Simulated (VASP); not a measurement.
# C (Fmmm) in VASP: a series of runs, part 2 of 2

VASP 6.6.1.

**3. Single point, PBEsol+D3(BJ) (atoms shifted along a free coordinate)**

Contents of INCAR:

```
SYSTEM = C
  ALGO = Normal
  EDIFF = 1E-6
  ENCUT = 520
  GGA = PS
  ISIF = 2
  ISMEAR = 0
  IVDW = 12
  LASPH = .TRUE.
  LCHARG = .FALSE.
  LREAL = .FALSE.
  LWAVE = .FALSE.
  NBANDS = 11
  NELM = 100
  PREC = Accurate
  SIGMA = 0.03
```

Contents of KPOINTS:

```
k-points
0
G
  16 16 16
  0 0 0
```

Contents of POSCAR:

```
C
1.0
    0.0000000000      2.1832941913      3.4107750586
    1.2613597963      0.0000000000      3.4107750586
    1.2613597963      2.1832941913      0.0000000000
C
2
Direct
    0.2019510748      0.7980489252      0.2019510748
    0.7980489252      0.2019510748      0.7980489252
```

Potentials or basis: VASP PAW PBE potentials, release 64 (C).

On the command line:

```bash
cat potpaw_PBE.64/C/POTCAR > POTCAR
mpirun -np 1 vasp_std > vasp.out
```

Run time: 2.1 min. Hardware: 1 thread of Intel Xeon Platinum 8259CL at 2.50GHz (Skylake/Cascade Lake), shared host; peak memory 0.23 GiB.

It converged, with:

```
Free energy                : -17.8996 eV
Pressure                   : 3.3 GPa
Largest force              : 6.957 eV/Å
Band gap on the k mesh     : zero (bands 4 and 5 overlap by 2.02 eV)
Dispersion energy per atom : -0.109 eV
```

Forces in eV/Å, atoms in the order of the input:
```
C    0.000 -6.957  0.000
C    0.000  6.957  0.000
```

Stress tensor (GPa, compression positive):
```
17.04  0.00  0.00
 0.00 -6.10  0.00
 0.00  0.00 -0.98
```

Levels at points of the mesh, in eV from the Fermi level:
| k point | band 1 | band 2 | band 3 | band 4 | band 5 | band 6 | band 7 | band 8 | band 9 |
| --- | --- | --- | --- | --- | --- | --- | --- | --- | --- |
| (0.00, 0.00, 0.00) | -19.48 | -7.22 | -6.68 | 1.53 | 2.39 | 4.08 | 10.71 | 11.18 | 13.47 |
| (0.50, 0.00, 0.00) | -14.37 | -14.24 | -4.67 | -1.82 | -0.08 | 4.19 | 12.10 | 12.38 | 18.66 |
| (0.50, 0.50, 0.00) | -19.21 | -8.51 | -7.24 | 1.64 | 2.44 | 9.63 | 10.88 | 11.00 | 13.26 |
| (0.50, 0.00, 0.50) | -15.23 | -11.33 | -8.85 | -3.58 | 5.65 | 5.98 | 10.42 | 11.50 | 14.73 |
| (0.00, 0.50, 0.50) | -15.03 | -11.13 | -8.88 | -4.74 | 3.58 | 5.62 | 11.75 | 14.91 | 16.07 |

Caveat: the cell differs from its parent crystal (atoms shifted along a free coordinate); the cell stands under pressure; the PAW data sets were made with another functional, which shifts forces and pressure a little.

**4. Single point, PBEsol+D3(BJ) (atoms shifted along a free coordinate)**

Contents of INCAR:

```
  PREC = Accurate
  ENCUT = 520
  EDIFF = 1E-6
  ISMEAR = 0
  SIGMA = 0.03
  LREAL = False
  LASPH = True
  NELM = 80
  ALGO = Normal
  ISIF = 2
  LWAVE = False
  LCHARG = False
  GGA = PS
  IVDW = 12
  NBANDS = 11
```

Contents of KPOINTS:

```
regular mesh
0
Gamma
  16 16 16
```

Contents of POSCAR:

```
C
1.0
    0.0000000000      2.1832941913      3.4107750586
    1.2613597963      0.0000000000      3.4107750586
    1.2613597963      2.1832941913      0.0000000000
C
2
Direct
    0.1432103113      0.8567896887      0.1432103113
    0.8567896887      0.1432103113      0.8567896887
```

On the command line:

```bash
cat potpaw_PBE.64/C/POTCAR > POTCAR
mpirun -np 1 vasp_std > vasp.out
```

Run time: 2.4 min. Hardware: 1 thread of Intel Xeon Platinum 8259CL at 2.50GHz (Skylake/Cascade Lake), shared host; peak memory 0.23 GiB.

Results (log left out):

| Property | Result |
| --- | --- |
| Free energy | -18.3163 eV |
| Pressure | 0.6 GPa |
| Largest force | 11.641 eV/Å |
| Band gap on the k mesh | zero (bands 4 and 5 overlap by 1.20 eV) |
| Dispersion energy per atom | -0.107 eV |

Forces on the atoms (eV/Å):
```
C     0.000  11.641   0.000
C     0.000 -11.641   0.000
```

Stress tensor (GPa, compression positive):
```
-20.81   0.00   0.00
  0.00  23.95   0.00
  0.00   0.00  -1.25
```

Levels at points of the mesh, in eV from the Fermi level:
| k point | band 1 | band 2 | band 3 | band 4 | band 5 | band 6 | band 7 | band 8 | band 9 |
| --- | --- | --- | --- | --- | --- | --- | --- | --- | --- |
| (0.00, 0.00, 0.00) | -18.75 | -5.94 | -5.12 | 0.45 | 4.62 | 4.66 | 10.03 | 11.43 | 13.53 |
| (0.50, 0.00, 0.00) | -14.35 | -11.56 | -5.93 | -2.68 | 3.20 | 5.58 | 12.28 | 13.67 | 17.27 |
| (0.50, 0.50, 0.00) | -18.48 | -7.79 | -5.08 | 0.40 | 4.59 | 9.84 | 10.33 | 11.49 | 13.83 |
| (0.50, 0.00, 0.50) | -14.28 | -12.73 | -4.81 | 0.40 | 0.56 | 7.94 | 10.44 | 11.62 | 17.50 |
| (0.00, 0.50, 0.50) | -14.14 | -12.50 | -4.87 | -1.06 | -0.75 | 7.57 | 13.87 | 16.62 | 17.48 |

Caveat: the cell differs from its parent crystal (atoms shifted along a free coordinate); the PAW data sets were made with another functional, which shifts forces and pressure a little.

**5. Single point, PBEsol+D3(BJ) (atoms shifted along a free coordinate)**

Contents of INCAR:

```
PREC = Accurate
ENCUT = 520
EDIFF = 1E-7
ISMEAR = 0
SIGMA = 0.03
LREAL = False
LASPH = True
NELM = 100
ALGO = Normal
ISIF = 2
LWAVE = False
LCHARG = False
GGA = PS
IVDW = 12
NBANDS = 11
```

Contents of KPOINTS:

```
Automatic mesh
0
Gamma
  16 16 16
```

Contents of POSCAR:

```
C
1.0
    0.0000000000      2.1832941913      3.4107750586
    1.2613597963      0.0000000000      3.4107750586
    1.2613597963      2.1832941913      0.0000000000
C
2
Direct
    0.1667066167      0.8332933833      0.1667066167
    0.8332933833      0.1667066167      0.8332933833
```

Potentials or basis: VASP PAW PBE potentials, release 64 (C).

On the command line:

```bash
cat potpaw_PBE.64/C/POTCAR > POTCAR
mpirun -np 1 vasp_std > vasp.out
```

OUTCAR:

```text
PREC = Accurate
   ENCUT = 520
   EDIFF = 1E-7
   ISMEAR = 0
   LREAL = False
   LASPH = True
   NELM = 100
   ISIF = 2
   GGA = PS
   IVDW = 12
 IVDW          = 12

 ion  position               nearest neighbor table
   1  0.167  0.833  0.167-   2 1.46   2 1.46   2 1.46
   2  0.833  0.167  0.833-   1 1.46   1 1.46   1 1.46

  LATTYP: Found a face centered orthorhombic cell.
 ALAT       =     2.5227195926
 B/A-ratio  =     1.7309051689
 C/A-ratio  =     2.7040461164

  Lattice vectors:

 A1 = (   0.0000000000,   2.1832941913,   3.4107750586)
[... 523 lines left out ...]

 Edisp (eV)   -0.21281

 E8    (eV) :    -0.1034

  FORCE on cell =-STRESS in cart. coord.  units (eV):
  Direction    XX          YY          ZZ          XY          YZ          ZX
  --------------------------------------------------------------------------------------
  -------------------------------------------------------------------------------------
  Total      -3.32505    -3.35051    -0.06609    -0.00000     0.00000     0.00000
  in kB    -283.57927  -285.75055    -5.63686    -0.00000     0.00000     0.00000
  external pressure =     -191.66 kB  Pullay stress =        0.00 kB

 VOLUME and BASIS-vectors are now :
 -----------------------------------------------------------------------------
  energy-cutoff  :      520.00
  volume of cell :       18.79
      direct lattice vectors                 reciprocal lattice vectors
     0.000000000  2.183294191  3.410775059    -0.396397603  0.229011739  0.146594247
     1.261359796  0.000000000  3.410775059     0.396397603 -0.229011739  0.146594247
     1.261359796  2.183294191  0.000000000     0.396397603  0.229011739 -0.146594247

 POSITION                                       TOTAL-FORCE (eV/Angst)
 -----------------------------------------------------------------------------------
      1.26136      0.72794      3.41078         0.000000     -0.025521      0.000000
      1.26136      3.63865      3.41078         0.000000      0.025521      0.000000
 -----------------------------------------------------------------------------------
    total drift:                               -0.000000      0.000000     -0.000000

  FREE ENERGIE OF THE ION-ELECTRON SYSTEM (eV)
  ---------------------------------------------------
  free  energy   TOTEN  =       -19.4178586298 eV

  energy  without entropy=      -19.4178586279  energy(sigma->0) =      -19.41785863
```

Run time: 2.4 min. Hardware: 1 thread of Intel Xeon Platinum 8259CL at 2.50GHz (Skylake/Cascade Lake), shared host; peak memory 0.23 GiB.

Results:

```
Free energy                : -19.4179 eV
Pressure                   : -19.2 GPa
Largest force              : 0.026 eV/Å
Dispersion energy per atom : -0.106 eV
```

Forces in eV/Å, atoms in the order of the input:
```
C    0.000 -0.026  0.000
C    0.000  0.026  0.000
```

Stress tensor (GPa, compression positive):
```
-28.36   0.00   0.00
  0.00 -28.58   0.00
  0.00   0.00  -0.56
```

Caveat: the cell differs from its parent crystal (atoms shifted along a free coordinate); the cell stands under tension; the PAW data sets were made with another functional, which shifts forces and pressure a little.

**6. Overview**

```tsv
cell	gap on the mesh (eV)	pressure (GPa)	largest force (eV/Å)
as given, atomic positions A	none	30.2	22.25
as given, atomic positions B	none	3.3	6.96
as given, atomic positions C	none	0.6	11.64
as given, atomic positions D	-	-19.2	0.03
```

Alike in all rows: task single point; level PBEsol+D3(BJ); potentials or basis VASP PAW PBE potentials, release 64 (C); no spin polarisation; k mesh 16 × 16 × 16; cutoff (eV) 520; smearing gaussian 0.03 eV.

Caveats: the PAW data sets were made with another functional, which shifts forces and pressure a little; the cell stands under pressure (at least some runs); the cell stands under tension (at least some runs).

Absolute energies hang on the potentials; compare differences alone.
